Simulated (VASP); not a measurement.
# Be16H (a cell with a defect) in VASP: notebook, part 2 of 2

VASP 6.6.1. Earlier steps stand in the parts before.

## 4. Single point, PBE

Input file INCAR:

```
  ALGO = Normal
  EDIFF = 1E-6
  ENCUT = 520
  GGA = PE
  ISIF = 2
  ISMEAR = 0
  LASPH = T
  LCHARG = F
  LREAL = Auto
  LWAVE = F
  NBANDS = 30
  NELM = 100
  PREC = Accurate
  SIGMA = 0.1
```

Input file KPOINTS:

```
k-points
0
Gamma
  5 5 3
```

Input file POSCAR:

```
Be16H
1.0
   -2.2900000000     -3.9663960000      0.0000000000
    3.4350000000     -1.9831980000      0.0000000000
    0.0000000000      0.0000000000      7.1768600000
Be H
16 1
Direct
    0.7506837957      0.5008989497     -0.0026352750
    0.5074397950      0.3382233277      0.2468834560
    0.7506555090      0.5010498153      0.5007950552
    0.5010104506      0.3346701403      0.7496548630
    0.5009908150     -0.0019286852      0.0007419679
    0.2506717131      0.8247450431      0.2470693312
    0.5074359175     -0.0054890099      0.5035140716
    0.2506936108      0.8370807478      0.7523630111
    0.2506691519      0.4956085467     -0.0019409603
   -0.0061152349      0.3382049817      0.2468799726
    0.2506576820      0.5077412203      0.5033389254
    0.0003206373      0.3346434525      0.7496607151
    0.0003390190     -0.0019678738      0.0007326324
    0.7506550710      0.8316102220      0.2495475737
   -0.0061169556     -0.0055469660      0.5035059901
    0.7506732958      0.8318072336      0.7530386548
    0.2507278049      0.1660132964      0.3752886360
```

Potentials or basis: VASP PAW PBE potentials, release 64 (Be, H).

Run with:

```bash
$ cat potpaw_PBE.64/Be/POTCAR potpaw_PBE.64/H/POTCAR > POTCAR
$ mpirun -np 1 vasp_std > vasp.out
```

OUTCAR:

```text
EDIFF = 1E-6
   ENCUT = 520
   GGA = PE
   ISIF = 2
   ISMEAR = 0
   LASPH = T
   LREAL = Auto
   NELM = 100
   PREC = Accurate

 ion  position               nearest neighbor table
   1  0.751  0.501  0.997-  16 2.19  10 2.21   2 2.21  12 2.21   4 2.21  14 2.24  13 2.28   5 2.28
                             9 2.29   9 2.29   5 2.30  13 2.30
   2  0.507  0.338  0.247-   1 2.21   5 2.22   9 2.23  10 2.23   3 2.23  14 2.25   6 2.26  11 2.29
                             7 2.29  14 2.30   6 2.35  10 2.35
   3  0.751  0.501  0.501-   4 2.22  12 2.22  14 2.23   2 2.23  10 2.23  16 2.24  15 2.25   7 2.25
                            11 2.29  11 2.29   7 2.30  15 2.30
   4  0.501  0.335  0.750-   9 2.21   1 2.21  11 2.22   3 2.22   7 2.22   5 2.24  16 2.28   8 2.28
                            12 2.29  12 2.29   8 2.30  16 2.30
   5  0.501  0.998  0.001-   8 2.21  16 2.21   6 2.22  14 2.22   2 2.22   4 2.24   1 2.28   9 2.28
                            13 2.29  13 2.29   1 2.30   9 2.30
   6  0.251  0.825  0.247-  17 1.64   9 2.21   5 2.22  13 2.22  11 2.23   2 2.26  10 2.26  15 2.29
                             7 2.29  14 2.29  14 2.29  10 2.35   2 2.35
   7  0.507  0.995  0.504-  16 2.21   4 2.22   8 2.23  15 2.23  14 2.23   3 2.25  11 2.26   6 2.29
                             2 2.29   3 2.30  11 2.35  15 2.35
[... 985 lines left out ...]
     28      12.7323      0.00000

 [... further k-points ...]

 [bands above 28 left out]

------------------------ aborting loop because EDIFF is reached ----------------------------------------

  FORCE on cell =-STRESS in cart. coord.  units (eV):
  Direction    XX          YY          ZZ          XY          YZ          ZX
  --------------------------------------------------------------------------------------
  -------------------------------------------------------------------------------------
  Total        0.2955717      1.1254911     -1.8021673      0.7186612      0.0059788     -0.0113229
  in kB        3.6322646     13.8310971    -22.1467326      8.8315877      0.0734737     -0.1391459
  external PRESSURE =      -1.5611236 kB  Pullay stress =       0.0000000 kB

 VOLUME and BASIS-vectors are now :
 -----------------------------------------------------------------------------
  energy-cutoff  :      520.00
  volume of cell :      130.38
      direct lattice vectors                 reciprocal lattice vectors
    -2.290000000 -3.966396000  0.000000000    -0.109170306 -0.189088533  0.000000000
     3.435000000 -1.983198000  0.000000000     0.218340611 -0.126059022  0.000000000
     0.000000000  0.000000000  7.176860000     0.000000000  0.000000000  0.139336702

 POSITION                                       TOTAL-FORCE (eV/Angst)
 -----------------------------------------------------------------------------------
      0.00152     -3.97089      7.15795        -0.001114      0.001546      0.001875
     -0.00024     -2.68347      1.77185         0.003085     -0.003780      0.001838
      0.00210     -3.97108      3.59414        -0.000964      0.000284     -0.001046
      0.00228     -2.65092      5.38017         0.000396     -0.000208     -0.002289
      2.28111     -3.96650      0.00532        -0.001786      0.000390      0.002698
      2.25896     -2.62990      1.77318        -0.006728      0.004249      0.004369
[... 9 lines left out ...]
      1.13822     -4.62711      5.40445         0.001364     -0.000952     -0.002719
     -0.00391     -1.32372      2.69339         0.001386      0.000197     -0.001254
 -----------------------------------------------------------------------------------
    total drift:                                0.000337      0.000609      0.000547

  FREE ENERGIE OF THE ION-ELECTRON SYSTEM (eV)
  ---------------------------------------------------
  free  energy   TOTEN  =       -61.7641565415 eV

  energy  without entropy=      -61.7551304819  energy(sigma->0) =      -61.75964351
```

It took 1.9 min on 1 thread of Intel Xeon 6975P-C (Granite Rapids), shared host; peak memory 0.27 GiB.

Results:

* Free energy: -61.7642 eV
* Pressure: -0.2 GPa
* Largest force: 0.010 eV/Å

Forces on the atoms (eV/Å):
```
Be  -0.001  0.002  0.002
Be   0.003 -0.004  0.002
Be  -0.001  0.000 -0.001
Be   0.000  0.000 -0.002
Be  -0.002  0.000  0.003
Be  -0.007  0.004  0.004
Be  -0.006  0.001 -0.001
Be  -0.001  0.001 -0.005
Be   0.001  0.000  0.003
Be   0.005 -0.001  0.002
Be   0.008 -0.005 -0.004
Be   0.001 -0.001 -0.003
Be  -0.001  0.001  0.004
Be   0.001 -0.001  0.002
Be  -0.003  0.003 -0.002
Be   0.001 -0.001 -0.003
H    0.001  0.000 -0.001
```

Stress tensor (GPa, compression positive):
```
 0.36  0.88 -0.01
 0.88  1.38  0.01
-0.01  0.01 -2.21
```

Levels at points of the mesh, in eV from the Fermi level:
```
           k point  band 12  band 13  band 14  band 15  band 16  band 17  band 18  band 19  band 20  band 21
(0.00, 0.00, 0.00)    -4.26    -4.16    -3.71    -0.07    -0.04     0.28     0.38     0.73     1.00     1.01
```

## 5. Single point, PBE

Input file INCAR:

```
ALGO     = Normal         # electronic algorithm
EDIFF    = 1E-7           # SCF threshold, eV
ENCUT    = 520            # plane-wave cutoff, eV
GGA      = PE             # functional
ISIF     = 2              # what is computed and relaxed
ISMEAR   = 0              # smearing method
LASPH    = True           # aspherical terms in the spheres
LCHARG   = True           # write CHGCAR
LELF     = True           # ELF
LREAL    = Auto         
LVHAR    = True         
LWAVE    = False          # write WAVECAR
NBANDS   = 30             # bands
NELM     = 100            # most SCF steps
PREC     = Accurate       # precision mode
SIGMA    = 0.1            # smearing width, eV
```

KPOINTS is that of step 4.

Input file POSCAR:

```
Be16H
1.0
   -2.2900000000     -3.9663960000      0.0000000000
    3.4350000000     -1.9831980000      0.0000000000
    0.0000000000      0.0000000000      7.1768600000
Be H
16 1
Direct
    0.7508174042      0.5016331457     -0.0006775944
    0.5072092261      0.3391342439      0.2533404581
    0.7506216210      0.5013329002      0.5028339692
    0.5009086337      0.3353623788      0.7506357934
    0.5072826039     -0.0056992247     -0.0033541131
    0.2501178171      0.8257035811      0.2530587193
    0.5009071373     -0.0014386188      0.4994012702
    0.2505083371      0.8379388914      0.7479144083
    0.2501006334      0.5089203640     -0.0030970369
   -0.0063810923      0.3383645702      0.2532327508
    0.2505078385      0.4962579185      0.5021179179
    0.0001993615      0.3353393123      0.7505792227
   -0.0064656480     -0.0049191657     -0.0032661916
    0.7508186267      0.8322124178      0.2505243240
    0.0002013203     -0.0014096001      0.4994454399
    0.7506207670      0.8324225783      0.7471683996
    0.2515664917      0.1682795534      0.1253860323
```

Run with:

```bash
$ cat potpaw_PBE.64/Be/POTCAR potpaw_PBE.64/H/POTCAR > POTCAR
$ mpirun -np 1 vasp_std > vasp.out
```

Run time: 1.7 min. Hardware: 1 thread of Intel Xeon 6975P-C (Granite Rapids), shared host; peak memory 0.27 GiB.

The run converged. Its results:

| Item | Value |
| --- | --- |
| Free energy | -61.7641 eV |
| Pressure | -0.2 GPa |
| Largest force | 0.012 eV/Å |

Forces on the atoms (eV/Å):
```
Be   0.002  0.008  0.003
Be  -0.003  0.000 -0.006
Be   0.002  0.001 -0.002
Be   0.000  0.002  0.001
Be   0.010 -0.005  0.005
Be  -0.010 -0.003  0.000
Be   0.002  0.001 -0.001
Be  -0.004  0.002 -0.001
Be  -0.005 -0.007  0.002
Be   0.006 -0.007  0.001
Be   0.002 -0.001  0.000
Be  -0.002  0.000  0.000
Be  -0.002 -0.004 -0.001
Be   0.003  0.007  0.001
Be   0.001 -0.001  0.000
Be   0.000  0.001  0.001
H   -0.001  0.006 -0.005
```

Stress tensor (GPa, compression positive):
```
 0.36  0.89  0.01
 0.89  1.39 -0.01
 0.01 -0.01 -2.22
```

Levels at points of the mesh, in eV from the Fermi level:
```
           k point  band 13  band 14  band 15  band 16  band 17  band 18  band 19  band 20
(0.00, 0.00, 0.00)    -4.16    -3.70    -0.07    -0.04     0.28     0.38     0.73     1.00
```
